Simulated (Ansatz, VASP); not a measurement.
# Two plane-wave programs on ZnTe2O3

```
CELL_PARAMETERS angstrom
5.72218 0.00000 0.00000
-2.86109 4.95555 0.00000
0.00000 0.00000 3.38119
ATOMIC_POSITIONS crystal
Zn 0.00000 0.00000 0.00000
Te 0.33333 0.66667 0.00000
Te 0.66667 0.33333 0.00000
O 0.50000 0.00000 0.50000
O 0.50000 0.50000 0.50000
O 0.00000 0.50000 0.50000
```

Change from the starting cell: species swapped into the LaGa3Pd2 type (P6/mmm, No. 191).

Alike in both runs: functional PBE; k mesh 3 × 3 × 6; occupations gaussian, width 0.1 eV; no spin polarisation.

Ansatz relaxed the structure, and its values are those at the end. VASP's run is a single point on that final structure, the one shown.

```csv
,VASP,Ansatz
version,VASP 6.6.1,Ansatz 0.2.0
potentials or method,"VASP PAW PBE potentials, release 64 (Zn, Te, O), cutoff 520 eV","scalar-relativistic, plane waves, PAW"
valence electrons in the cell,42,62
```

VASP gave:

```
gap on the k mesh at the Fermi level (eV) : none
pressure (GPa)                            : -0.5
```

Which values does Ansatz return?

gap on the k mesh at the Fermi level (eV): none; pressure (GPa): 0.0.

A gap of «none» marks a metal or a gap that the smearing closes. The functional is the same, so the differences come from potentials, cutoffs and numerics. VASP's potentials hold 42 valence electrons a cell and Ansatz's 62, so a difference there can come from the potentials and not from the codes.

The k mesh is coarse, so the values compare programs but aren't converged. Neither program's run includes spin-orbit coupling.
